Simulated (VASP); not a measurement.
# InBSe2 (P-3m1) in VASP: single point with PBE

Aim: the single point of InBSe2 with PBE.

All numbers are computed with VASP 6.6.1; they aren't measurements. Logs are shortened: lines on timing, memory, paths and dates and some standing lists are left out, and cuts for length are marked.

## Step 1: The cell of the first run

Symmetry: P-3m1, No. 164, trigonal system. The conventional cell has a = 3.245 Å, b = 3.245 Å, c = 8.646 Å, α = 90.00°, β = 90.00°, γ = 120.00°. In (site symmetry -3m) has 6 In at 3.24 Å and 6 Se at 3.54 Å and 2 B at 4.32 Å within 4.4 Å. Within 3.0 Å of B (site symmetry -3m) lie 6 Se at 2.29 Å. Within 3.0 Å of Se (site symmetry 3m) lie 3 B at 2.29 Å.

## Step 2: Single point, PBE

INCAR

```
PREC     = Accurate       # precision mode
ENCUT    = 520            # plane-wave cutoff, eV
EDIFF    = 1E-7           # SCF threshold, eV
ISMEAR   = 0              # smearing method
SIGMA    = 0.1            # smearing width, eV
LREAL    = F              # projectors in reciprocal space
LASPH    = T              # aspherical terms in the spheres
NELM     = 80             # most SCF steps
ALGO     = Normal         # electronic algorithm
ISIF     = 2              # what is computed and relaxed
LWAVE    = F              # write WAVECAR
LCHARG   = F              # write CHGCAR
GGA      = PE             # functional
NBANDS   = 22             # bands
```

KPOINTS

```
regular mesh
0
Gamma
  18 18 6
```

POSCAR

```
InBSe2
1.0
    3.2445447747      0.0000000000      0.0000000000
   -1.6222723874      2.8098581986      0.0000000000
    0.0000000000      0.0000000000      8.6457320171
In B Se
1 1 2
Direct
    0.0000000000      0.0000000000      0.5000000000
    0.0000000000      0.0000000000      0.0000000000
    0.3333333333      0.6666666667      0.1526617160
    0.6666666667      0.3333333333      0.8473382840
```

Potentials or basis: VASP PAW PBE potentials, release 64 (In_d, B, Se).

Started as:

```sh
$ cat potpaw_PBE.64/In_d/POTCAR potpaw_PBE.64/B/POTCAR potpaw_PBE.64/Se/POTCAR > POTCAR
$ mpirun -np 1 vasp_std > vasp.out
```

OUTCAR:

```text
PREC = Accurate
   ENCUT = 520
   EDIFF = 1E-7
   ISMEAR = 0
   LREAL = F
   LASPH = T
   NELM = 80
   ISIF = 2
   GGA = PE

 ion  position               nearest neighbor table
   1  0.000  0.000  0.500-
   2  0.000  0.000  0.000-   3 2.29   4 2.29   4 2.29   3 2.29   4 2.29   3 2.29
   3  0.333  0.667  0.153-   2 2.29   2 2.29   2 2.29
   4  0.667  0.333  0.847-   2 2.29   2 2.29   2 2.29

  LATTYP: Found a hexagonal cell.
 ALAT       =     3.2445447747
 C/A-ratio  =     2.6646980139

  Lattice vectors:

 A1 = (   3.2445447747,   0.0000000000,   0.0000000000)
 A2 = (  -1.6222723874,   2.8098581986,   0.0000000000)
 A3 = (   0.0000000000,   0.0000000000,   8.6457320171)

Analysis of symmetry for initial positions (statically):
=====================================================================
 Subroutine PRICEL returns:
 Original cell was already a primitive cell.

 Routine SETGRP: Setting up the symmetry group for a
 hexagonal supercell.

 Subroutine GETGRP returns: Found 12 space group operations
 (whereof 12 operations were pure point group operations)
 out of a pool of 24 trial point group operations.

The static configuration has the point symmetry D_3d.

Analysis of symmetry for dynamics (positions and initial velocities):
=====================================================================
 Subroutine PRICEL returns:
 Original cell was already a primitive cell.

 Routine SETGRP: Setting up the symmetry group for a
 hexagonal supercell.

 Subroutine GETGRP returns: Found 12 space group operations
 (whereof 12 operations were pure point group operations)
 out of a pool of 24 trial point group operations.

The dynamic configuration has the point symmetry D_3d.

 Subroutine INISYM returns: Found 12 space group operations
 (whereof 12 operations are pure point group operations),
 and found     1 'primitive' translations

----------------------------------------------------------------------------------------

                                     Primitive cell

  volume of cell :      78.8206

  direct lattice vectors                    reciprocal lattice vectors
     3.244544775  0.000000000  0.000000000     0.308209647  0.177944923  0.000000000
    -1.622272387  2.809858199  0.000000000     0.000000000  0.355889845  0.000000000
     0.000000000  0.000000000  8.645732017     0.000000000  0.000000000  0.115664006

  length of vectors
     3.244544775  3.244544775  8.645732017     0.355889845  0.355889845  0.115664006

  position of ions in fractional coordinates (direct lattice)
     0.000000000  0.000000000  0.500000000
     0.000000000  0.000000000  0.000000000
     0.333333333  0.666666667  0.152661716
     0.666666667  0.333333333  0.847338284

  ion indices of the primitive-cell ions
   primitive index   ion index
                 1           1
                 2           2
                 3           3
                 4           4

----------------------------------------------------------------------------------------

 KPOINTS: regular mesh

Automatic generation of k-mesh.
 Grid dimensions read from file:
 generate k-points for:   18   18    6

 Generating k-lattice:

  Cartesian coordinates                     Fractional coordinates (reciprocal lattice)
     0.017122758  0.009885829  0.000000000     0.055555556 -0.000000000  0.000000000
     0.000000000  0.019771658  0.000000000     0.000000000  0.055555556  0.000000000
     0.000000000  0.000000000  0.019277334     0.000000000  0.000000000  0.166666667

  Length of vectors
     0.019771658  0.019771658  0.019277334

  Shift w.r.t. Gamma in fractional coordinates (k-lattice)
     0.000000000  0.000000000  0.000000000

 Subroutine IBZKPT returns following result:
 ===========================================

 Found    202 irreducible k-points:

 Following reciprocal coordinates:
            Coordinates               Weight
  0.000000  0.000000  0.000000      1.000000
  0.055556 -0.000000  0.000000      6.000000
  0.111111 -0.000000  0.000000      6.000000
  0.166667 -0.000000  0.000000      6.000000
  0.222222 -0.000000  0.000000      6.000000
  0.277778  0.000000  0.000000      6.000000
[... 16 lines left out ...]
  0.333333  0.111111  0.000000     12.000000
  0.388889  0.111111  0.000000     12.000000
 [... further k-points ...]
   k-points           NKPTS =    202   k-points in BZ     NKDIM =    202   number of bands    NBANDS=     22
   number of dos      NEDOS =    301   number of ions     NIONS =      4
   total plane-waves  NPLWV =  36864
   dimension x,y,z NGX =    24 NGY =   24 NGZ =   64
   dimension x,y,z NGXF=    48 NGYF=   48 NGZF=  128
   ions per type =               1   1   2
   NGX,Y,Z   is equivalent  to a cutoff of  12.30, 12.30, 12.31 a.u.
   NGXF,Y,Z  is equivalent  to a cutoff of  24.59, 24.59, 24.61 a.u.
 SYSTEM =  unknown system
   PREC   = accura    normal or accurate (medium, high low for compatibility)
   ISTART =      0    job   : 0-new  1-cont  2-samecut
   ICHARG =      2    charge: 1-file 2-atom 10-const
   ISPIN  =      1    spin polarized calculation?
   LNONCOLLINEAR =      F non collinear calculations
   LSORBIT =      F    spin-orbit coupling
   LASPH  =      T    aspherical Exc in radial PAW
   ENCUT  =  520.0 eV  38.22 Ry    6.18 a.u.   6.03  6.03 16.08*2*pi/ulx,y,z
   NELM   =     80;   NELMIN=  2; NELMDL= -5     # of ELM steps
   EDIFF  = 0.1E-06   stopping-criterion for ELM
   LREAL  =      F    real-space projection
   EDIFFG = 0.1E-05   stopping-criterion for IOM
   NSW    =      0    number of steps for IOM
   IBRION =     -1    ionic relax: 0-MD 1-quasi-New 2-CG
   NFREE  =      0    steps in history (QN), initial steepest desc. (CG)
   ISIF   =      2    stress and relaxation
   ISYM   =      2    0-nonsym 1-usesym 2-fastsym
   POTIM  = 0.5000    time-step for ionic-motion
   TEBEG  =    0.0;   TEEND  =   0.0 temperature during run
   PSTRESS=    0.0 pullay stress
   NELECT =      28.0000    total number of electrons
   NUPDOWN=      -1.0000    fix difference up-down
   EMIN   =  10.00;   EMAX   =-10.00  energy-range for DOS
   EFERMI =   0.00;   METHOD = LEGACY
   ISMEAR =     0;   SIGMA  =   0.10  broadening in eV -4-tet -1-fermi 0-gaus
   EFERMI_NEDOS =   21; number of points for ismear=-14 and -15
   IALGO  =     38    algorithm
   IMIX   =      4    mixing-type and parameters
     AMIX     =   0.40;   BMIX     =  1.00
     AMIX_MAG =   1.60;   BMIX_MAG =  1.00
  volume/ion in A,a.u.               =      19.71       132.98
  Fermi-wavevector in a.u.,A,eV,Ry     =   1.159438  2.191020 18.290264  1.344296
  Thomas-Fermi vector in A             =   2.296031
   LORBIT       =      0    0 simple, 1 ext, 2 COOP (PROOUT), +10 PAW based schemes
   GGA     = PE    functional components
   LHFCALC =     F    Hartree Fock is set to
   AEXX    =    0.0000 exact exchange contribution
   IVDW    =     0    specifies the selected vdW correction
   LEPSILON=     F    determine dielectric tensor
   LRPA    =     F    only Hartree local field effects (RPA)
 non-spin polarized calculation
 Gauss-broadening in eV      SIGMA  =   0.10
  energy-cutoff  :      520.00
  volume of cell :       78.82
 maximum number of plane-waves:      2166
   NGX = 13   NGY = 13   NGZ = 33

 number of electron      28.0000005 magnetization

 Free energy of the ion-electron system (eV)
  ---------------------------------------------------
  ext. energy  EPLUGINS =         0.00000000
  ---------------------------------------------------
  free energy    TOTEN  =       -14.94428208 eV

  energy without entropy =      -14.93703358  energy(sigma->0) =      -14.94065783

 E-fermi :   5.7854     XC(G=0): -10.1919

 val. band max:        5.7842117871   @ k =  -0.0556   0.2778   0.1667
 cond. band min:       5.8067744995   @ k =   0.0556   0.0556   0.5000
 fundamental gap:      0.0225627124
 Fermi energy:         5.7853899929

 k-point     1 :       0.0000    0.0000    0.0000
  band No.  band energies     occupation
      1     -10.3432      2.00000
      2      -8.9282      2.00000
      3      -8.8155      2.00000
      4      -8.8155      2.00000
      5      -8.6266      2.00000
      6      -8.6266      2.00000
[... 14 lines left out ...]
     21      15.9419      0.00000
     22      15.9425      0.00000

 k-point     2 :       0.0556   -0.0000    0.0000
  band No.  band energies     occupation
      1     -10.2962      2.00000
      2      -8.9206      2.00000
      3      -8.8180      2.00000
      4      -8.8051      2.00000
      5      -8.6354      2.00000
      6      -8.6281      2.00000
[... 14 lines left out ...]
     21      15.3013      0.00000
     22      15.4520      0.00000

 k-point     3 :       0.1111   -0.0000    0.0000
  band No.  band energies     occupation
      1     -10.1559      2.00000
      2      -8.9030      2.00000
      3      -8.8214      2.00000
      4      -8.7752      2.00000
      5      -8.6583      2.00000
      6      -8.6321      2.00000
[... 14 lines left out ...]
     21      14.6172      0.00000
     22      15.1325      0.00000

 k-point     4 :       0.1667   -0.0000    0.0000
  band No.  band energies     occupation
      1      -9.9251      2.00000
      2      -8.8947      2.00000
      3      -8.8083      2.00000
      4      -8.7289      2.00000
      5      -8.6900      2.00000
      6      -8.6383      2.00000
[... 14 lines left out ...]
     21      14.1732      0.00000
     22      14.7176      0.00000

 k-point     5 :       0.2222   -0.0000    0.0000
  band No.  band energies     occupation
      1      -9.6096      2.00000
      2      -8.9083      2.00000
      3      -8.7686      2.00000
      4      -8.7263      2.00000
      5      -8.6715      2.00000
      6      -8.6460      2.00000
[... 14 lines left out ...]
     21      13.7782      0.00000
     22      14.1401      0.00000

 k-point     6 :       0.2778    0.0000    0.0000
  band No.  band energies     occupation
      1      -9.2216      2.00000
      2      -8.9309      2.00000
      3      -8.7630      2.00000
      4      -8.7158      2.00000
      5      -8.6541      2.00000
      6      -8.6095      2.00000
[... 14 lines left out ...]
     21      13.2322      0.00000
     22      13.6638      0.00000

 k-point     7 :       0.3333   -0.0000    0.0000
  band No.  band energies     occupation
      1      -8.9598      2.00000
      2      -8.8167      2.00000
      3      -8.7813      2.00000
      4      -8.6616      2.00000
      5      -8.6312      2.00000
      6      -8.5505      2.00000
[... 324 lines left out ...]
      6      -8.6378      2.00000
[... 14 lines left out ...]
     21      12.6924      0.00000
     22      14.2963      0.00000

 k-point    21 :       0.2222    0.1111    0.0000
  band No.  band energies     occupation
      1      -9.0974      2.00000
      2      -8.8884      2.00000
      3      -8.7667      2.00000
      4      -8.7548      2.00000
      5      -8.6638      2.00000
      6      -8.5836      2.00000
[... 14 lines left out ...]
     21      12.3789      0.00000
     22      13.8300      0.00000

 k-point    22 :       0.2778    0.1111    0.0000
  band No.  band energies     occupation
      1      -8.9157      2.00000
      2      -8.7983      2.00000
      3      -8.7491      2.00000
      4      -8.6764      2.00000
      5      -8.6097      2.00000
      6      -8.5212      2.00000
[... 14 lines left out ...]
     21      12.5734      0.00000
     22      13.1040      0.00000

 k-point    23 :       0.3333    0.1111    0.0000
  band No.  band energies     occupation
      1      -8.9330      2.00000
      2      -8.8194      2.00000
      3      -8.6837      2.00000
      4      -8.6740      2.00000
      5      -8.5174      2.00000
      6      -8.1381      2.00000
[... 14 lines left out ...]
     21      12.2730      0.00000
     22      12.9333      0.00000

 k-point    24 :       0.3889    0.1111    0.0000
  band No.  band energies     occupation
      1      -8.9450      2.00000
      2      -8.8340      2.00000
      3      -8.6883      2.00000
      4      -8.6374      2.00000
      5      -8.4976      2.00000
      6      -7.7086      2.00000
[... 14 lines left out ...]
     21      11.7378      0.00000
     22      13.1696      0.00000

 [... further k-points ...]

------------------------ aborting loop because EDIFF is reached ----------------------------------------

  FORCE on cell =-STRESS in cart. coord.  units (eV):
  Direction    XX          YY          ZZ          XY          YZ          ZX
  --------------------------------------------------------------------------------------
  -------------------------------------------------------------------------------------
  Total        0.0390076      0.0390076      0.0545436     -0.0000000      0.0000000      0.0000000
  in kB        0.7929026      0.7929026      1.1087018     -0.0000000      0.0000000      0.0000000
  external PRESSURE =       0.8981690 kB  Pullay stress =       0.0000000 kB

 VOLUME and BASIS-vectors are now :
 -----------------------------------------------------------------------------
  energy-cutoff  :      520.00
  volume of cell :       78.82
      direct lattice vectors                 reciprocal lattice vectors
     3.244544775  0.000000000  0.000000000     0.308209647  0.177944923  0.000000000
    -1.622272387  2.809858199  0.000000000     0.000000000  0.355889845  0.000000000
     0.000000000  0.000000000  8.645732017     0.000000000  0.000000000  0.115664006

 POSITION                                       TOTAL-FORCE (eV/Angst)
 -----------------------------------------------------------------------------------
      0.00000      0.00000      4.32287        -0.000000      0.000000      0.000000
      0.00000      0.00000      0.00000        -0.000000      0.000000      0.000000
     -0.00000      1.87324      1.31987         0.000000      0.000000      0.011847
      1.62227      0.93662      7.32586        -0.000000     -0.000000     -0.011847
 -----------------------------------------------------------------------------------
    total drift:                                0.000000      0.000000      0.000000

  FREE ENERGIE OF THE ION-ELECTRON SYSTEM (eV)
  ---------------------------------------------------
  free  energy   TOTEN  =       -14.9442820841 eV

  energy  without entropy=      -14.9370335804  energy(sigma->0) =      -14.94065783
```

Wall time 4 min (1 thread of AMD EPYC 7R43 (Zen 3), shared host); peak memory 0.42 GiB.

What came out:

| Quantity | Value |
| --- | --- |
| Free energy | -14.9443 eV |
| Pressure | 0.1 GPa |
| Largest force | 0.012 eV/Å |
| Band gap on the k mesh | zero (bands 14 and 15 overlap by 1.77 eV) |

Forces in eV/Å, atoms in the order of the input:
```
In   0.000  0.000  0.000
B    0.000  0.000  0.000
Se   0.000  0.000  0.012
Se   0.000  0.000 -0.012
```

Caveat: spin-orbit coupling is left out, which moves the levels of the heavy elements.
